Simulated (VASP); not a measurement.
# Al32C (a cell with a defect) in VASP: notebook

The runs below take Al32C (a cell with a defect) through single point, with LDA.

Program: VASP 6.6.1. These are calculated values, not measurements. Logs are shortened: lines on timing, memory, paths and dates and some standing lists are left out, and cuts for length are marked.

**1. The cell of the first run**

The cell holds a defect, 33 atoms: a = 8.100 Å, b = 8.100 Å, c = 8.100 Å, α = 90.00°, β = 90.00°, γ = 90.00°.

**2. Single point, LDA**

INCAR reads:

```
PREC = Accurate
ENCUT = 520
EDIFF = 1E-7
ISMEAR = 0
SIGMA = 0.15
LREAL = Auto
LASPH = True
NELM = 60
ALGO = Normal
ISIF = 2
LWAVE = False
LCHARG = False
GGA = CA
NBANDS = 72
```

KPOINTS reads:

```
regular mesh
0
Gamma
  2 2 2
```

POSCAR reads:

```
Al32C
1.0
    8.1000000000      0.0000000000      0.0000000000
    0.0000000000      8.1000000000      0.0000000000
    0.0000000000      0.0000000000      8.1000000000
Al C
32 1
Direct
    0.5253481481      0.0432220988      0.0000174074
    0.7621895062      0.2572780247      0.0000474074
    0.7557086420      0.0001528395      0.2572802469
   -0.0035035802      0.0017437037      0.0000583951
    0.2483565432      0.2536216049      0.0000583951
    0.5033758025      0.4909577778      0.0000354321
    0.7591416049      0.7467396296      0.0000354321
    0.2470039506      0.0031106173      0.2457262963
    0.5006672840      0.2526604938      0.2600019753
    0.7489916049      0.5011203704      0.2491511111
    0.4972528395     -0.0024516049      0.5000409877
    0.7517509877      0.2508179012      0.5000576543
    0.7556900000      0.0001162963      0.7428206173
   -0.0071793827      0.4879250617      0.0000481481
    0.2069076543      0.7247474074      0.0000165432
    0.0005745679      0.2495367901      0.2512830864
    0.2499506173      0.4943923457      0.2572911111
    0.5002144444      0.7498958025      0.2389170370
    0.0011009877     -0.0005430864      0.5000467901
    0.2506501235      0.2490014815      0.5000464198
    0.5015918519      0.5022524691      0.5000619753
    0.7478581481      0.7485151852      0.5000619753
    0.2469972840      0.0031172840      0.7543822222
    0.5006648148      0.2526722222      0.7400820988
    0.7489877778      0.5011248148      0.7509354321
   -0.0025538272      0.7494364198      0.2599985185
   -0.0007066667      0.4983611111      0.5000576543
    0.2525574074      0.7528561728      0.5000411111
    0.0005703704      0.2495413580      0.7488116049
    0.2499867901      0.4944111111      0.7428093827
    0.5001941975      0.7499166667      0.7613172840
   -0.0025661728      0.7494390123      0.7400855556
    0.4201835802      0.8299409877      0.0002362963
```

Potentials or basis: VASP PAW LDA potentials, release 64 (Al, C).

Run with:

```
$ cat potpaw_LDA.64/Al/POTCAR potpaw_LDA.64/C/POTCAR > POTCAR
$ mpirun -np 1 vasp_std > vasp.out
```

OUTCAR:

```text
PREC = Accurate
   ENCUT = 520
   EDIFF = 1E-7
   ISMEAR = 0
   LREAL = Auto
   LASPH = True
   NELM = 60
   ISIF = 2
   GGA = CA

 ion  position               nearest neighbor table
   1  0.525  0.043  0.000-  33 1.93   2 2.59  24 2.71   9 2.71   5 2.82  13 2.82   3 2.82  23 3.02
                             8 3.02   7 3.06  31 3.07  18 3.07
   2  0.762  0.257  0.000-   1 2.59  14 2.64  29 2.81  16 2.81   4 2.81   6 2.82  10 2.83  25 2.83
                             3 2.95  13 2.95   9 2.99  24 2.99
   3  0.756  0.000  0.257-  19 2.80   1 2.82  26 2.82  12 2.83  16 2.83  22 2.83   4 2.85  11 2.87
                            18 2.90   9 2.91   7 2.93   2 2.95
   4  0.996  0.002  0.000-   2 2.81  15 2.82   7 2.82   8 2.84  23 2.84   3 2.85  13 2.85  16 2.86
                            29 2.86   5 2.89  26 2.93  32 2.93
   5  0.248  0.254  0.000-  14 2.81   1 2.82   6 2.82   8 2.84  23 2.84  17 2.85  30 2.85  16 2.86
                            29 2.86   4 2.89   9 2.93  24 2.93
   6  0.503  0.491  0.000-   5 2.82   2 2.82  25 2.83  10 2.83  31 2.85  18 2.85  24 2.86   9 2.86
                            30 2.92  17 2.93   7 2.93  15 3.06
   7  0.759  0.747  0.000-   4 2.82  14 2.82  25 2.83  10 2.83  31 2.85  18 2.85  32 2.86  26 2.86
                            13 2.92   3 2.93   6 2.93   1 3.06
   8  0.247  0.003  0.246-  16 2.82   4 2.84   5 2.84  20 2.87  19 2.87   9 2.88  26 2.88  11 2.89
                            28 2.89  18 2.90   1 3.02  15 3.02
   9  0.501  0.253  0.260-   1 2.71  21 2.81  20 2.81  12 2.81  17 2.82  11 2.84  10 2.85   6 2.86
                             8 2.88   3 2.91   5 2.93   2 2.99
  10  0.749  0.501  0.249-  14 2.83   2 2.83   6 2.83   7 2.83  26 2.85   9 2.85  18 2.85  22 2.85
                            21 2.85  27 2.87  12 2.87  16 2.88
  11  0.497  0.998  0.500-  28 2.80   9 2.84  24 2.84  20 2.85  22 2.86  13 2.87   3 2.87   8 2.89
                            23 2.89  12 2.91  18 2.92  31 2.92
  12  0.752  0.251  0.500-  24 2.81   9 2.81   3 2.83  13 2.83  27 2.84  29 2.85  16 2.85  19 2.87
                            25 2.87  10 2.87  21 2.87  11 2.91
  13  0.756  0.000  0.743-  19 2.80   1 2.82  32 2.82  12 2.83  29 2.83  22 2.83   4 2.85  11 2.87
                            31 2.90  24 2.91   7 2.92   2 2.95
  14  0.993  0.488  0.000-  15 2.59   2 2.64  29 2.81  16 2.81   5 2.81   7 2.82  10 2.83  25 2.83
                            17 2.95  30 2.95  26 2.99  32 2.99
  15  0.207  0.725  0.000-  33 1.93  14 2.59  32 2.71  26 2.71   4 2.82  30 2.82  17 2.82  23 3.02
                             8 3.02   6 3.06  31 3.07  18 3.07
  16  0.001  0.250  0.251-   2 2.81  14 2.81   8 2.82  17 2.83   3 2.83  12 2.85  27 2.85  20 2.86
                            19 2.86   5 2.86   4 2.86  10 2.88
  17  0.250  0.494  0.257-  20 2.80  15 2.82   9 2.82  27 2.83  16 2.83  21 2.83   5 2.85  28 2.87
                            18 2.90  26 2.91   6 2.93  14 2.95
  18  0.500  0.750  0.239-  33 2.14  10 2.85   7 2.85   6 2.85   3 2.90  17 2.90   8 2.90  21 2.92
                            22 2.92  11 2.92  28 2.92  15 3.07   1 3.07
  19  0.001  0.999  0.500-   3 2.80  13 2.80  32 2.81  26 2.81  28 2.85  16 2.86  29 2.86  20 2.86
                             8 2.87  23 2.87  12 2.87  22 2.89
  20  0.251  0.249  0.500-  17 2.80  30 2.80  24 2.81   9 2.81  11 2.85  16 2.86  29 2.86  19 2.86
                             8 2.87  23 2.87  27 2.87  21 2.89
  21  0.502  0.502  0.500-  24 2.80   9 2.81  22 2.82  30 2.83  17 2.83  25 2.85  10 2.85  28 2.86
                            12 2.87  20 2.89  18 2.92  31 2.92
  22  0.748  0.749  0.500-  32 2.80  26 2.81  21 2.82  13 2.83   3 2.83  25 2.85  10 2.85  11 2.86
                            27 2.87  19 2.89  18 2.92  31 2.92
  23  0.247  0.003  0.754-  29 2.82   4 2.84   5 2.84  20 2.87  19 2.87  24 2.88  32 2.88  11 2.89
                            28 2.89  31 2.90   1 3.02  15 3.02
  24  0.501  0.253  0.740-   1 2.71  21 2.80  20 2.81  12 2.81  30 2.82  11 2.84  25 2.85   6 2.86
                            23 2.88  13 2.91   5 2.93   2 2.99
  25  0.749  0.501  0.751-  14 2.83   2 2.83   6 2.83   7 2.83  32 2.85  24 2.85  31 2.85  22 2.85
                            21 2.85  27 2.87  12 2.87  29 2.88
  26  0.997  0.749  0.260-  15 2.71  22 2.81  19 2.81  27 2.81   3 2.82  28 2.84  10 2.85   7 2.86
                             8 2.88  17 2.91   4 2.93  14 2.99
  27  0.999  0.498  0.500-  32 2.81  26 2.81  17 2.83  30 2.83  12 2.84  29 2.85  16 2.85  20 2.87
                            25 2.87  10 2.87  22 2.87  28 2.91
  28  0.253  0.753  0.500-  11 2.80  26 2.84  32 2.84  19 2.85  21 2.86  30 2.87  17 2.87   8 2.89
                            23 2.89  27 2.91  18 2.92  31 2.92
  29  0.001  0.250  0.749-   2 2.81  14 2.81  23 2.82  30 2.83  13 2.83  12 2.85  27 2.85  20 2.86
                            19 2.86   5 2.86   4 2.86  25 2.88
  30  0.250  0.494  0.743-  20 2.80  15 2.82  24 2.82  27 2.83  29 2.83  21 2.83   5 2.85  28 2.87
                            31 2.90  32 2.91   6 2.92  14 2.95
  31  0.500  0.750  0.761-  33 2.14  25 2.85   7 2.85   6 2.85  13 2.90  30 2.90  23 2.90  22 2.92
                            21 2.92  11 2.92  28 2.92  15 3.07   1 3.07
  32  0.997  0.749  0.740-  15 2.71  22 2.80  19 2.81  27 2.81  13 2.82  28 2.84  25 2.85   7 2.86
                            23 2.88  30 2.91   4 2.93  14 2.99
  33  0.420  0.830  0.000-   1 1.93  15 1.93  18 2.14  31 2.14

  LATTYP: Found a simple cubic cell.
 ALAT       =     8.1000000000

  Lattice vectors:

 A1 = (   8.1000000000,   0.0000000000,   0.0000000000)
 A2 = (   0.0000000000,   8.1000000000,   0.0000000000)
 A3 = (   0.0000000000,   0.0000000000,   8.1000000000)

[... 148 lines left out ...]
  0.000000  0.000000  0.500000      1.000000
  0.500000  0.500000  0.000000      1.000000
  0.000000  0.500000  0.500000      1.000000
  0.500000  0.000000  0.500000      1.000000
  0.500000  0.500000  0.500000      1.000000
   k-points           NKPTS =      8   k-points in BZ     NKDIM =      8   number of bands    NBANDS=     72
   number of dos      NEDOS =    301   number of ions     NIONS =     33
   total plane-waves  NPLWV = 216000
   dimension x,y,z NGX =    60 NGY =   60 NGZ =   60
   dimension x,y,z NGXF=   120 NGYF=  120 NGZF=  120
   ions per type =              32   1
   NGX,Y,Z   is equivalent  to a cutoff of  12.31, 12.31, 12.31 a.u.
   NGXF,Y,Z  is equivalent  to a cutoff of  24.63, 24.63, 24.63 a.u.
 SYSTEM =  unknown system
   PREC   = accura    normal or accurate (medium, high low for compatibility)
   ISTART =      0    job   : 0-new  1-cont  2-samecut
   ICHARG =      2    charge: 1-file 2-atom 10-const
   ISPIN  =      1    spin polarized calculation?
   LNONCOLLINEAR =      F non collinear calculations
   LSORBIT =      F    spin-orbit coupling
   LASPH  =      T    aspherical Exc in radial PAW
   ENCUT  =  520.0 eV  38.22 Ry    6.18 a.u.  15.06 15.06 15.06*2*pi/ulx,y,z
   NELM   =     60;   NELMIN=  2; NELMDL= -5     # of ELM steps
   EDIFF  = 0.1E-06   stopping-criterion for ELM
   LREAL  =      T    real-space projection
   EDIFFG = 0.1E-05   stopping-criterion for IOM
   NSW    =      0    number of steps for IOM
   IBRION =     -1    ionic relax: 0-MD 1-quasi-New 2-CG
   NFREE  =      0    steps in history (QN), initial steepest desc. (CG)
   ISIF   =      2    stress and relaxation
   ISYM   =      2    0-nonsym 1-usesym 2-fastsym
   POTIM  = 0.5000    time-step for ionic-motion
   TEBEG  =    0.0;   TEEND  =   0.0 temperature during run
   PSTRESS=    0.0 pullay stress
   NELECT =     100.0000    total number of electrons
   NUPDOWN=      -1.0000    fix difference up-down
   EMIN   =  10.00;   EMAX   =-10.00  energy-range for DOS
   EFERMI =   0.00;   METHOD = LEGACY
   ISMEAR =     0;   SIGMA  =   0.15  broadening in eV -4-tet -1-fermi 0-gaus
   EFERMI_NEDOS =   21; number of points for ismear=-14 and -15
   IALGO  =     38    algorithm
   IMIX   =      4    mixing-type and parameters
     AMIX     =   0.40;   BMIX     =  1.00
     AMIX_MAG =   1.60;   BMIX_MAG =  1.00
  volume/ion in A,a.u.               =      16.10       108.68
  Fermi-wavevector in a.u.,A,eV,Ry     =   0.938116  1.772782 11.973962  0.880061
  Thomas-Fermi vector in A             =   2.065295
   LORBIT       =      0    0 simple, 1 ext, 2 COOP (PROOUT), +10 PAW based schemes
   GGA     = CA    functional components
   LHFCALC =     F    Hartree Fock is set to
   AEXX    =    0.0000 exact exchange contribution
   IVDW    =     0    specifies the selected vdW correction
   LEPSILON=     F    determine dielectric tensor
   LRPA    =     F    only Hartree local field effects (RPA)
 non-spin polarized calculation
 Gauss-broadening in eV      SIGMA  =   0.15
  energy-cutoff  :      520.00
  volume of cell :      531.44
 maximum number of plane-waves:     14400
   NGX = 31   NGY = 31   NGZ = 31

 number of electron     100.0000000 magnetization

 number of electron      99.9999999 magnetization

 Free energy of the ion-electron system (eV)
  ---------------------------------------------------
  ext. energy  EPLUGINS =         0.00000000
  ---------------------------------------------------
  free energy    TOTEN  =      -142.33534394 eV

  energy without entropy =     -142.20118213  energy(sigma->0) =     -142.26826304

 E-fermi :   7.5766     XC(G=0): -10.3908

 val. band max:        7.5622992779   @ k =   0.0000   0.5000   0.0000
 cond. band min:       7.6689782620   @ k =   0.0000   0.5000   0.5000
 fundamental gap:      0.1066789841
 Fermi energy:         7.5766002550

 k-point     1 :       0.0000    0.0000    0.0000
  band No.  band energies     occupation
      1      -4.5519      2.00000
      2      -2.8623      2.00000
      3      -1.1638      2.00000
      4      -1.0913      2.00000
      5      -1.0814      2.00000
      6      -1.0624      2.00000
[... 509 lines left out ...]
     61      11.0557      0.00000
     62      11.0946      0.00000
 [bands above 62 left out]

------------------------ aborting loop because EDIFF is reached ----------------------------------------

  FORCE on cell =-STRESS in cart. coord.  units (eV):
  Direction    XX          YY          ZZ          XY          YZ          ZX
  --------------------------------------------------------------------------------------
  -------------------------------------------------------------------------------------
  Total       -6.5394285     -6.5420687    -13.1727605      1.2401592     -0.0027930      0.0026043
  in kB      -19.7149336    -19.7228932    -39.7129657      3.7388062     -0.0084203      0.0078515
  external PRESSURE =     -26.3835975 kB  Pullay stress =       0.0000000 kB

 VOLUME and BASIS-vectors are now :
 -----------------------------------------------------------------------------
  energy-cutoff  :      520.00
  volume of cell :      531.44
      direct lattice vectors                 reciprocal lattice vectors
     8.100000000  0.000000000  0.000000000     0.123456790  0.000000000  0.000000000
     0.000000000  8.100000000  0.000000000     0.000000000  0.123456790  0.000000000
     0.000000000  0.000000000  8.100000000     0.000000000  0.000000000  0.123456790

 POSITION                                       TOTAL-FORCE (eV/Angst)
 -----------------------------------------------------------------------------------
      4.25532      0.35010      0.00014        -0.116388      0.170052     -0.000251
      6.17374      2.08395      0.00038         0.014744     -0.019335      0.000304
      6.12124      0.00124      2.08397        -0.003001      0.016491     -0.021722
      8.07162      0.01412      0.00047         0.025595      0.006436     -0.000710
      2.01169      2.05433      0.00047        -0.006349     -0.025388     -0.000508
      4.07734      3.97676      0.00029        -0.011288     -0.003824      0.000626
[... 25 lines left out ...]
      8.07921      6.07046      5.99469         0.007303      0.009413     -0.011585
      3.40349      6.72252      0.00191         0.583207     -0.582375     -0.000081
 -----------------------------------------------------------------------------------
    total drift:                               -0.002533      0.001851      0.001165

  FREE ENERGIE OF THE ION-ELECTRON SYSTEM (eV)
  ---------------------------------------------------
  free  energy   TOTEN  =      -142.3353439406 eV

  energy  without entropy=     -142.2011821294  energy(sigma->0) =     -142.26826304
```

Wall time 3.1 min (1 thread of Intel Xeon 6975P-C (Granite Rapids), shared host); peak memory 0.48 GiB.

What came out:

```yaml
Free_energy: -142.3353 eV
Pressure: -2.6 GPa
Largest_force: 0.824 eV/Å
Band_gap_on_the_k_mesh: zero (band 50 reaches 7.89 eV, above the bottom of band 51 at 7.12 eV)
```

Forces in eV/Å, atoms in the order of the input:
```
Al  -0.116  0.170  0.000
Al   0.015 -0.019  0.000
Al  -0.003  0.016 -0.022
Al   0.026  0.006 -0.001
Al  -0.006 -0.025 -0.001
Al  -0.011 -0.004  0.001
Al   0.004  0.011  0.000
Al  -0.026  0.026  0.043
Al  -0.009 -0.007  0.012
Al  -0.015  0.014 -0.010
Al  -0.017  0.016  0.000
Al  -0.014  0.010  0.000
Al  -0.003  0.017  0.022
Al   0.020 -0.015  0.000
Al  -0.171  0.116  0.000
Al  -0.024  0.023  0.012
Al  -0.016  0.004 -0.022
Al  -0.023  0.022  0.018
Al  -0.028  0.007  0.000
Al  -0.007  0.028  0.000
Al  -0.002  0.026  0.000
Al  -0.026  0.002 -0.001
Al  -0.027  0.027 -0.046
Al  -0.009 -0.007 -0.012
Al  -0.016  0.015  0.010
Al   0.007  0.009  0.011
Al  -0.010  0.014  0.000
Al  -0.016  0.018  0.000
Al  -0.024  0.023 -0.012
Al  -0.017  0.004  0.022
Al  -0.024  0.024 -0.015
Al   0.007  0.009 -0.012
C    0.583 -0.582  0.000
```

Caveat: the k points lie up to 0.39 Å⁻¹ apart.

**3. Single point, LDA**

INCAR reads:

```
PREC     = Accurate       # precision mode
ENCUT    = 520            # plane-wave cutoff, eV
EDIFF    = 1E-7           # SCF threshold, eV
ISMEAR   = 0              # smearing method
SIGMA    = 0.15           # smearing width, eV
LREAL    = Auto         
LASPH    = True           # aspherical terms in the spheres
NELM     = 100            # most SCF steps
ALGO     = Normal         # electronic algorithm
ISIF     = 2              # what is computed and relaxed
LWAVE    = False          # write WAVECAR
LCHARG   = False          # write CHGCAR
GGA      = CA             # functional
NBANDS   = 72             # bands
```

KPOINTS is that of step 2.

POSCAR reads:

```
Al32C
1.0
    8.1000000000      0.0000000000      0.0000000000
    0.0000000000      8.1000000000      0.0000000000
    0.0000000000      0.0000000000      8.1000000000
Al C
32 1
Direct
    0.5430704938      0.0254607407      0.0000748148
    0.7571974074      0.2622833333      0.0001419753
    0.7525619753      0.0008138272      0.2600569136
   -0.0090602469      0.0034845679      0.0001474074
    0.2466558025      0.2592330864      0.0001472840
    0.5016629630      0.4966044444      0.0001116049
    0.7535313580      0.7484977778      0.0001113580
    0.2497448148      0.0004081481      0.2392012346
    0.5000662963      0.2558387654      0.2573767901
    0.7494259259      0.5007248148      0.2513543210
    0.4974733333     -0.0026162963      0.5001122222
    0.7507198765      0.2518806173      0.5001496296
    0.7525787654      0.0007879012      0.7401956790
   -0.0121481481      0.4929624691      0.0001425926
    0.2247108642      0.7070611111      0.0000739506
    0.0010111111      0.2491406173      0.2492424691
    0.2493277778      0.4975797531      0.2600654321
    0.5029665432      0.7471875309      0.2457387654
    0.0021320988      0.0017238272      0.5001561728
    0.2484183951      0.2480049383      0.5001558025
    0.4993569136      0.5012461728      0.5001261728
    0.7489044444      0.7507946914      0.5001265432
    0.2498708642      0.0002822222      0.7614295062
    0.5000317284      0.2558240741      0.7428970370
    0.7494675309      0.5006840741      0.7489044444
   -0.0057004938      0.7500738272      0.2573850617
   -0.0017295062      0.4994295062      0.5001497531
    0.2527572840      0.7526790123      0.5001122222
    0.0010483951      0.2491037037      0.7510267901
    0.2493532099      0.4975628395      0.7401864198
    0.5031014815      0.7470532099      0.7543612346
   -0.0056862963      0.7501083951      0.7428888889
    0.3296695062      0.9204834568      0.0005448148
```

Potentials or basis: VASP PAW LDA potentials, release 64 (Al, C).

Run with:

```
$ cat potpaw_LDA.64/Al/POTCAR potpaw_LDA.64/C/POTCAR > POTCAR
$ mpirun -np 1 vasp_std > vasp.out
```

Wall time 4.3 min (1 thread of Intel Xeon 6975P-C (Granite Rapids), shared host); peak memory 0.48 GiB.

Results (log left out):

* Free energy: -142.3370 eV
* Pressure: -2.6 GPa
* Largest force: 0.830 eV/Å
* Band gap on the k mesh: zero (band 50 reaches 7.89 eV, above the bottom of band 51 at 7.12 eV)

Forces in eV/Å, atoms in the order of the input:
```
Al   0.171 -0.118 -0.001
Al  -0.019  0.015  0.000
Al  -0.007 -0.009  0.012
Al  -0.004 -0.011 -0.001
Al   0.011  0.004 -0.001
Al   0.007  0.026  0.000
Al  -0.025 -0.007  0.000
Al   0.023 -0.023  0.018
Al   0.018 -0.002 -0.021
Al   0.023 -0.024  0.012
Al   0.016 -0.017  0.001
Al   0.010 -0.015 -0.001
Al  -0.007 -0.009 -0.011
Al  -0.014  0.020  0.000
Al   0.118 -0.170 -0.001
Al   0.015 -0.016 -0.010
Al   0.009  0.007  0.012
Al   0.027 -0.026  0.043
Al   0.026 -0.002  0.000
Al   0.002 -0.025  0.001
Al   0.007 -0.029 -0.001
Al   0.028 -0.007 -0.001
Al   0.024 -0.024 -0.015
Al   0.016 -0.003  0.022
Al   0.024 -0.025 -0.013
Al   0.003 -0.018 -0.023
Al   0.015 -0.011  0.000
Al   0.017 -0.015  0.000
Al   0.016 -0.017  0.009
Al   0.009  0.007 -0.011
Al   0.027 -0.027 -0.047
Al   0.005 -0.016  0.023
C   -0.587  0.587  0.004
```

Stress tensor (GPa, compression positive):
```
-1.98  0.37  0.00
 0.37 -1.98  0.00
 0.00  0.00 -3.97
```

Levels at points of the mesh, in eV from the Fermi level:
```
           k point  band 48  band 49  band 50  band 51  band 52  band 53
(0.00, 0.00, 0.00)     0.28     0.30     0.32     0.48     0.50     0.60
(0.50, 0.00, 0.00)    -0.20    -0.14    -0.05    -0.04    -0.01     0.22
(0.00, 0.50, 0.00)    -0.20    -0.14    -0.05    -0.04    -0.01     0.22
(0.00, 0.00, 0.50)    -0.19    -0.11    -0.11    -0.09    -0.04     0.45
(0.50, 0.50, 0.00)    -0.25     0.20     0.23     0.41     0.70     1.03
(0.00, 0.50, 0.50)    -0.24     0.09     0.24     0.47     0.78     0.98
(0.50, 0.00, 0.50)    -0.24     0.09     0.24     0.47     0.78     0.98
(0.50, 0.50, 0.50)    -0.54    -0.52    -0.50    -0.46    -0.44    -0.44
```

Caveat: the k points lie up to 0.39 Å⁻¹ apart.
